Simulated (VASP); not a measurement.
# CuO (C2/c) in VASP: further runs

Aim: see how the results for CuO move with the level of theory and the settings. Levels: PBEsol+U, PBE-based screened hybrid with 10 % exact exchange, PBE-based screened hybrid with 15 % exact exchange, PBE-based screened hybrid with 25 % exact exchange. Tasks: single point.

Everything below comes from runs of VASP 6.6.1. Logs are shortened: lines on timing, memory, paths and dates and some standing lists are left out, and cuts for length are marked.

### Step 1. The cell of the first run

The structure is monoclinic, space group C2/c (No. 15). Conventional cell: a = 4.684 Å, b = 3.423 Å, c = 5.129 Å, α = 90.00°, β = 99.54°, γ = 90.00°. Cu (site symmetry -1) has 4 O at 1.95 to 1.96 Å within 2.6 Å. O (site symmetry 2) has 6 Cu at 1.95 to 2.78 Å and 6 O at 2.62 to 2.90 Å within 3.0 Å.

### Step 2. Single point, PBEsol+U

INCAR reads:

```
ALGO     = Normal         # electronic algorithm
EDIFF    = 1E-7           # SCF threshold, eV
ENCUT    = 520            # plane-wave cutoff, eV
GGA      = PS             # functional
ISIF     = 2              # what is computed and relaxed
ISMEAR   = -1             # smearing method
LASPH    = T              # aspherical terms in the spheres
LCHARG   = T              # write CHGCAR
LDAU     = T              # DFT+U
LDAUJ    = 0 0          
LDAUL    = 2 -1           # shell
LDAUPRINT= 1            
LDAUTYPE = 2            
LDAUU    = 3 0            # U, eV
LELF     = T              # ELF
LMAXMIX  = 4              # l up to which the mixer works
LREAL    = F              # projectors in reciprocal space
LVHAR    = T            
LWAVE    = F              # write WAVECAR
NBANDS   = 25             # bands
NELM     = 150            # most SCF steps
PREC     = Accurate       # precision mode
SIGMA    = 0.05           # smearing width, eV
```

KPOINTS reads:

```
k-points
0
Gamma
  10 10 5
```

POSCAR reads:

```
CuO
1.0
    2.3418500000     -1.7113000000      0.0000000000
    2.3418500000      1.7113000000      0.0000000000
   -0.8500274268      0.0000000000      5.0578693947
Cu O
2 2
Direct
    0.5000000000      0.0000000000      0.5000000000
    0.0000000000      0.5000000000      0.0000000000
    0.4184000000      0.5816000000      0.7500000000
    0.5816000000      0.4184000000      0.2500000000
```

Potentials or basis: VASP PAW PBE potentials, release 64 (Cu, O).

On the command line:

```console
$ cat potpaw_PBE.64/Cu/POTCAR potpaw_PBE.64/O/POTCAR > POTCAR
$ mpirun -np 1 vasp_std > vasp.out
```

OUTCAR:

```text
EDIFF = 1E-7
   ENCUT = 520
   GGA = PS
   ISIF = 2
   ISMEAR = -1
   LASPH = T
   LREAL = F
   NELM = 150
   PREC = Accurate

 ion  position               nearest neighbor table
   1  0.500  0.000  0.500-   3 1.95   4 1.95   4 1.96   3 1.96
   2  0.000  0.500  0.000-   4 1.95   3 1.95   4 1.96   3 1.96
   3  0.418  0.582  0.750-   2 1.95   1 1.95   2 1.96   1 1.96
   4  0.582  0.418  0.250-   1 1.95   2 1.95   2 1.96   1 1.96

  LATTYP: Found a base centered monoclinic cell.
 ALAT       =     4.6837000000
 B/A-ratio  =     0.7307470589
 C/A-ratio  =     1.0950317057
 COS(beta)  =    -0.1657361228

  Lattice vectors:

 A1 = (   2.3418500000,  -1.7113000000,   0.0000000000)
 A2 = (   2.3418500000,   1.7113000000,   0.0000000000)
 A3 = (  -0.8500274268,   0.0000000000,   5.0578693947)

Analysis of symmetry for initial positions (statically):
=====================================================================
 Subroutine PRICEL returns:
 Original cell was already a primitive cell.

 Routine SETGRP: Setting up the symmetry group for a
 base centered monoclinic supercell.

 Subroutine GETGRP returns: Found  4 space group operations
 (whereof  2 operations were pure point group operations)
 out of a pool of  4 trial point group operations.

The static configuration has the point symmetry S_2 .
 The point group associated with its full space group is C_2h.

Analysis of symmetry for dynamics (positions and initial velocities):
=====================================================================
 Subroutine PRICEL returns:
 Original cell was already a primitive cell.

 Routine SETGRP: Setting up the symmetry group for a
 base centered monoclinic supercell.

 Subroutine GETGRP returns: Found  4 space group operations
 (whereof  2 operations were pure point group operations)
 out of a pool of  4 trial point group operations.

The dynamic configuration has the point symmetry S_2 .
 The point group associated with its full space group is C_2h.

 Subroutine INISYM returns: Found  4 space group operations
 (whereof  2 operations are pure point group operations),
 and found     1 'primitive' translations

----------------------------------------------------------------------------------------

                                     Primitive cell

  volume of cell :      40.5399

  direct lattice vectors                    reciprocal lattice vectors
     2.341850000 -1.711300000  0.000000000     0.213506416 -0.292175539  0.035881968
     2.341850000  1.711300000  0.000000000     0.213506416  0.292175539  0.035881968
    -0.850027427  0.000000000  5.057869395     0.000000000  0.000000000  0.197711709

  length of vectors
     2.900484289  2.900484289  5.128800000     0.363646877  0.363646877  0.197711709

  position of ions in fractional coordinates (direct lattice)
     0.500000000  0.000000000  0.500000000
     0.000000000  0.500000000  0.000000000
     0.418400000  0.581600000  0.750000000
     0.581600000  0.418400000  0.250000000

  ion indices of the primitive-cell ions
   primitive index   ion index
                 1           1
[... 102 lines left out ...]
   U (eV)           for each species LDAUU =   3.0  0.0
   J (eV)           for each species LDAUJ =   0.0  0.0
   GGA     = PS    functional components
   LHFCALC =     F    Hartree Fock is set to
   AEXX    =    0.0000 exact exchange contribution
   IVDW    =     0    specifies the selected vdW correction
   LEPSILON=     F    determine dielectric tensor
   LRPA    =     F    only Hartree local field effects (RPA)
 non-spin polarized calculation
  energy-cutoff  :      520.00
  volume of cell :       40.54
 maximum number of plane-waves:      1129
 NGX is ok and might be reduce to    24
   NGX = 11   NGY = 11   NGZ = 19

atom =   1  type =  1  l = 2

 onsite density matrix

spin component  1

  0.9480 -0.0122 -0.0113 -0.0068  0.0021
 -0.0122  0.9017 -0.0012 -0.0803  0.0250
 -0.0113 -0.0012  0.9658 -0.0022 -0.0011
 -0.0068 -0.0803 -0.0022  0.8547  0.0326
  0.0021  0.0250 -0.0011  0.0326  0.9512

spin component  2

  0.9480 -0.0122 -0.0113 -0.0068  0.0021
 -0.0122  0.9017 -0.0012 -0.0803  0.0250
 -0.0113 -0.0012  0.9658 -0.0022 -0.0011
 -0.0068 -0.0803 -0.0022  0.8547  0.0326
  0.0021  0.0250 -0.0011  0.0326  0.9512

 occupancies and eigenvectors

  o =  0.7834  v = -0.0791 -0.5828 -0.0166 -0.7728  0.2379  0.0000  0.0000  0.0000  0.0000  0.0000      0.0000  0.0000  0.0000  0.0000  0.0000  0.0000  0.0000  0.0000  0.0000  0.0000
  o =  0.7834  v =  0.0000  0.0000  0.0000  0.0000  0.0000 -0.0791 -0.5828 -0.0166 -0.7728  0.2379      0.0000  0.0000  0.0000  0.0000  0.0000  0.0000  0.0000  0.0000  0.0000  0.0000
  o =  0.9421  v = -0.8724 -0.1589 -0.4113  0.1892 -0.0934  0.0000  0.0000  0.0000  0.0000  0.0000      0.0000  0.0000  0.0000  0.0000  0.0000  0.0000  0.0000  0.0000  0.0000  0.0000
  o =  0.9421  v =  0.0000  0.0000  0.0000  0.0000  0.0000 -0.8724 -0.1589 -0.4113  0.1892 -0.0934      0.0000  0.0000  0.0000  0.0000  0.0000  0.0000  0.0000  0.0000  0.0000  0.0000
  o =  0.9606  v =  0.0330  0.3045 -0.2246 -0.4729 -0.7950  0.0000  0.0000  0.0000  0.0000  0.0000      0.0000  0.0000  0.0000  0.0000  0.0000  0.0000  0.0000  0.0000  0.0000  0.0000
  o =  0.9606  v =  0.0000  0.0000  0.0000  0.0000  0.0000  0.0330  0.3045 -0.2246 -0.4729 -0.7950      0.0000  0.0000  0.0000  0.0000  0.0000  0.0000  0.0000  0.0000  0.0000  0.0000
  o =  0.9630  v =  0.0000  0.0000  0.0000  0.0000  0.0000 -0.1280  0.7008 -0.2802 -0.3414  0.5454      0.0000  0.0000  0.0000  0.0000  0.0000  0.0000  0.0000  0.0000  0.0000  0.0000
  o =  0.9630  v = -0.1280  0.7008 -0.2802 -0.3414  0.5454  0.0000  0.0000  0.0000  0.0000  0.0000      0.0000  0.0000  0.0000  0.0000  0.0000  0.0000  0.0000  0.0000  0.0000  0.0000
  o =  0.9722  v =  0.0000  0.0000  0.0000  0.0000  0.0000 -0.4639  0.2265  0.8376 -0.1635 -0.0719      0.0000  0.0000  0.0000  0.0000  0.0000  0.0000  0.0000  0.0000  0.0000  0.0000
  o =  0.9722  v = -0.4639  0.2265  0.8376 -0.1635 -0.0719  0.0000  0.0000  0.0000  0.0000  0.0000      0.0000  0.0000  0.0000  0.0000  0.0000  0.0000  0.0000  0.0000  0.0000  0.0000

atom =   2  type =  1  l = 2

 onsite density matrix

spin component  1

  0.9480 -0.0122  0.0113  0.0068 -0.0021
 -0.0122  0.9017  0.0012  0.0803 -0.0250
  0.0113  0.0012  0.9658 -0.0022 -0.0011
  0.0068  0.0803 -0.0022  0.8547  0.0326
 -0.0021 -0.0250 -0.0011  0.0326  0.9512

spin component  2

  0.9480 -0.0122  0.0113  0.0068 -0.0021
 -0.0122  0.9017  0.0012  0.0803 -0.0250
  0.0113  0.0012  0.9658 -0.0022 -0.0011
  0.0068  0.0803 -0.0022  0.8547  0.0326
 -0.0021 -0.0250 -0.0011  0.0326  0.9512

 occupancies and eigenvectors

  o =  0.7834  v =  0.0791  0.5828 -0.0166 -0.7728  0.2379  0.0000  0.0000  0.0000  0.0000  0.0000      0.0000  0.0000  0.0000  0.0000  0.0000  0.0000  0.0000  0.0000  0.0000  0.0000
  o =  0.7834  v =  0.0000  0.0000  0.0000  0.0000  0.0000  0.0791  0.5828 -0.0166 -0.7728  0.2379      0.0000  0.0000  0.0000  0.0000  0.0000  0.0000  0.0000  0.0000  0.0000  0.0000
  o =  0.9421  v =  0.8724  0.1589 -0.4113  0.1892 -0.0934  0.0000  0.0000  0.0000  0.0000  0.0000      0.0000  0.0000  0.0000  0.0000  0.0000  0.0000  0.0000  0.0000  0.0000  0.0000
  o =  0.9421  v =  0.0000  0.0000  0.0000  0.0000  0.0000  0.8724  0.1589 -0.4113  0.1892 -0.0934      0.0000  0.0000  0.0000  0.0000  0.0000  0.0000  0.0000  0.0000  0.0000  0.0000
  o =  0.9606  v = -0.0330 -0.3045 -0.2246 -0.4729 -0.7950  0.0000  0.0000  0.0000  0.0000  0.0000      0.0000  0.0000  0.0000  0.0000  0.0000  0.0000  0.0000  0.0000  0.0000  0.0000
  o =  0.9606  v =  0.0000  0.0000  0.0000  0.0000  0.0000 -0.0330 -0.3045 -0.2246 -0.4729 -0.7950      0.0000  0.0000  0.0000  0.0000  0.0000  0.0000  0.0000  0.0000  0.0000  0.0000
  o =  0.9630  v =  0.0000  0.0000  0.0000  0.0000  0.0000  0.1280 -0.7008 -0.2802 -0.3414  0.5454      0.0000  0.0000  0.0000  0.0000  0.0000  0.0000  0.0000  0.0000  0.0000  0.0000
  o =  0.9630  v =  0.1280 -0.7008 -0.2802 -0.3414  0.5454  0.0000  0.0000  0.0000  0.0000  0.0000      0.0000  0.0000  0.0000  0.0000  0.0000  0.0000  0.0000  0.0000  0.0000  0.0000
  o =  0.9722  v =  0.0000  0.0000  0.0000  0.0000  0.0000  0.4639 -0.2265  0.8376 -0.1635 -0.0719      0.0000  0.0000  0.0000  0.0000  0.0000  0.0000  0.0000  0.0000  0.0000  0.0000
  o =  0.9722  v =  0.4639 -0.2265  0.8376 -0.1635 -0.0719  0.0000  0.0000  0.0000  0.0000  0.0000      0.0000  0.0000  0.0000  0.0000  0.0000  0.0000  0.0000  0.0000  0.0000  0.0000

 number of electron      34.0000001 magnetization

 Free energy of the ion-electron system (eV)
  ---------------------------------------------------
  ext. energy  EPLUGINS =         0.00000000
  ---------------------------------------------------
  free energy    TOTEN  =       -19.29771002 eV

  energy without entropy =      -19.27972324  energy(sigma->0) =      -19.28871663

 E-fermi :   5.2516     XC(G=0): -12.1477

 val. band max:        5.2388761840   @ k =   0.5000   0.2000   0.4000
 cond. band min:       5.2574561395   @ k =   0.2000   0.2000   0.4000
 fundamental gap:      0.0185799555
 Fermi energy:         5.2515551945

 k-point     1 :       0.0000    0.0000    0.0000
  band No.  band energies     occupation
      1     -14.4124      2.00000
      2     -13.0513      2.00000
      3      -2.8801      2.00000
      4      -0.3746      2.00000
      5      -0.0170      2.00000
      6       1.4396      2.00000
[... 661 lines left out ...]
     24      18.7711      0.00000
     25      19.7311      0.00000

 [... further k-points ...]

------------------------ aborting loop because EDIFF is reached ----------------------------------------

  FORCE on cell =-STRESS in cart. coord.  units (eV):
  Direction    XX          YY          ZZ          XY          YZ          ZX
  --------------------------------------------------------------------------------------
  -------------------------------------------------------------------------------------
  Total       -1.1896632     -0.5451850     -1.6093915      0.0000000      0.0000000     -0.0474266
  in kB      -47.0166599    -21.5462473    -63.6047365      0.0000000      0.0000000     -1.8743470
  external PRESSURE =     -44.0558813 kB  Pullay stress =       0.0000000 kB

 VOLUME and BASIS-vectors are now :
 -----------------------------------------------------------------------------
  energy-cutoff  :      520.00
  volume of cell :       40.54
      direct lattice vectors                 reciprocal lattice vectors
     2.341850000 -1.711300000  0.000000000     0.213506416 -0.292175539  0.035881968
     2.341850000  1.711300000  0.000000000     0.213506416  0.292175539  0.035881968
    -0.850027427  0.000000000  5.057869395     0.000000000  0.000000000  0.197711709

 POSITION                                       TOTAL-FORCE (eV/Angst)
 -----------------------------------------------------------------------------------
      0.74591     -0.85565      2.52893         0.000000     -0.000000      0.000000
      1.17092      0.85565      0.00000         0.000000     -0.000000      0.000000
      1.70433      0.27928      3.79340        -0.000000     -0.297614      0.000000
      2.12934     -0.27928      1.26447         0.000000      0.297614      0.000000
 -----------------------------------------------------------------------------------
    total drift:                                0.000000      0.000000     -0.000000

  FREE ENERGIE OF THE ION-ELECTRON SYSTEM (eV)
  ---------------------------------------------------
  free  energy   TOTEN  =       -19.2977100162 eV

  energy  without entropy=      -19.2797232356  energy(sigma->0) =      -19.28871663
```

It took 68 s on 1 thread of Intel Xeon 6975P-C (Granite Rapids), shared host; peak memory 0.24 GiB.

What came out:

| Quantity | Value |
| --- | --- |
| Free energy | -19.2977 eV |
| Pressure | -4.4 GPa |
| Largest force | 0.298 eV/Å |
| Band gap on the k mesh | zero (bands 17 and 18 overlap by 0.64 eV) |

Forces on the atoms (eV/Å):
```
Cu   0.000  0.000  0.000
Cu   0.000  0.000  0.000
O    0.000 -0.298  0.000
O    0.000  0.298  0.000
```

Eigenvalues of the final occupation matrices:
```csv
site,spin,trace,eigenvalues
site 1 d,1,4.62,0.78 0.94 0.96 0.96 0.97
site 1 d,2,4.62,0.78 0.94 0.96 0.96 0.97
site 2 d,1,4.62,0.78 0.94 0.96 0.96 0.97
site 2 d,2,4.62,0.78 0.94 0.96 0.96 0.97
```

Caveat: the cell stands under tension; the PAW data sets were made with another functional, which shifts forces and pressure a little; U without spin polarisation on a metal has little footing.

(Part 1 of 3 ends here.)
